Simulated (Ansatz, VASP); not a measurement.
## Cd3TeSe2 in VASP and in Ansatz

INCAR

```
ALGO = Fast
EDIFF = 1E-6
EDIFFG = -0.025
ENCUT = 600
GGA = PE
IBRION = 2
ISIF = 3
ISMEAR = 0
LASPH = T
LCHARG = F
LREAL = F
LWAVE = F
NELM = 100
NSW = 80
PREC = Accurate
SIGMA = 0.2
```

File KPOINTS:

```
k-points
0
Gamma
  6 6 1
```

The input POSCAR:

```
Cd3TeSe2
1.0
    4.4752326235      0.0045677126      0.0074120307
   -2.2336605566      3.8874181040     -0.0515061365
    0.0363212894     -0.2704720645     21.5884447261
Cd Te Se
6 2 4
Direct
   -0.0187402875     -0.0075730991      1.0006865380
    0.0195934955      0.0168656234      0.3183669656
   -0.0147143226      0.0002856052      0.6803085744
    0.6649096207      0.3487396907      0.1608144685
    0.6635953629      0.3344933775      0.5033593151
    0.6649065617      0.3242226575      0.8392105228
   -0.0076029784     -0.0114488691      0.4489064745
    0.6633404008      0.3292786561      0.6286220153
    0.0216827134      0.0126453997      0.1233725676
   -0.0017761104      0.0018006115      0.8025027894
    0.6670109314      0.3176121260      0.2791001716
    0.6777946125      0.3330782205      0.9647485973
```

Input for Ansatz:

```yaml
crystal:
  lattice:
    - [4.4752326235, 0.0045677126, 0.0074120307]
    - [-2.2336605566, 3.887418104, -0.0515061365]
    - [0.0363212894, -0.2704720645, 21.5884447261]
  atoms:
    - { symbol: Cd, position: [-0.0187402875, -0.0075730991, 1.000686538] }
    - { symbol: Cd, position: [0.0195934955, 0.0168656234, 0.3183669656] }
    - { symbol: Cd, position: [-0.0147143226, 0.0002856052, 0.6803085744] }
    - { symbol: Cd, position: [0.6649096207, 0.3487396907, 0.1608144685] }
    - { symbol: Cd, position: [0.6635953629, 0.3344933775, 0.5033593151] }
    - { symbol: Cd, position: [0.6649065617, 0.3242226575, 0.8392105228] }
    - { symbol: Te, position: [-0.0076029784, -0.0114488691, 0.4489064745] }
    - { symbol: Te, position: [0.6633404008, 0.3292786561, 0.6286220153] }
    - { symbol: Se, position: [0.0216827134, 0.0126453997, 0.1233725676] }
    - { symbol: Se, position: [-0.0017761104, 0.0018006115, 0.8025027894] }
    - { symbol: Se, position: [0.6670109314, 0.317612126, 0.2791001716] }
    - { symbol: Se, position: [0.6777946125, 0.3330782205, 0.9647485973] }
basis:
  ecutwfc: 420
kpoints:
  mp_grid: { grid: [6, 6, 1] }
hamiltonian:
  xc: pbe
scf:
  occupations: { method: gaussian, width: 0.2 }
  lower_state_search: "off"
output:
  forces: true
  stress: true
  eigenvalues: true
relax:
  adjacent_minimum: "off"
  f_tol: 0.025
  max_steps: 60
  cell: { stress_tol: 0.25 }
```

Change from the starting cell: cell x1, atoms moved at random (sigma 0.05 Å) and cell strained at random (1.5 %), then relaxed without symmetry.

Alike in both runs: task relaxation of cell and atoms; functional PBE; k mesh 6 × 6 × 1; occupations gaussian, width 0.2 eV; no spin polarisation.

```csv
,VASP,Ansatz
version,VASP 6.6.1,Ansatz 0.2.0
potentials or method,"VASP PAW PBE potentials, release 64 (Cd, Te, Se), cutoff 600 eV","scalar-relativistic, plane waves, PAW"
valence electrons in the cell,108,216
```

|  | VASP | Ansatz | Ansatz less VASP |
| --- | --- | --- | --- |
| gap on the k mesh at the Fermi level, each at its own relaxed structure (eV) | none | none | - |
| relaxed volume (Å³/atom) | 31.99 | 31.85 | -0.132 |
| relaxed cell length with the largest relative difference (Å) | 4.491 | 4.480 | -0.0106 |

A gap of «none» marks a metal or a gap that the smearing closes. VASP's potentials hold 108 valence electrons a cell and Ansatz's 216, so a difference there can come from the potentials and not from the codes.

Spin-orbit coupling is off throughout.
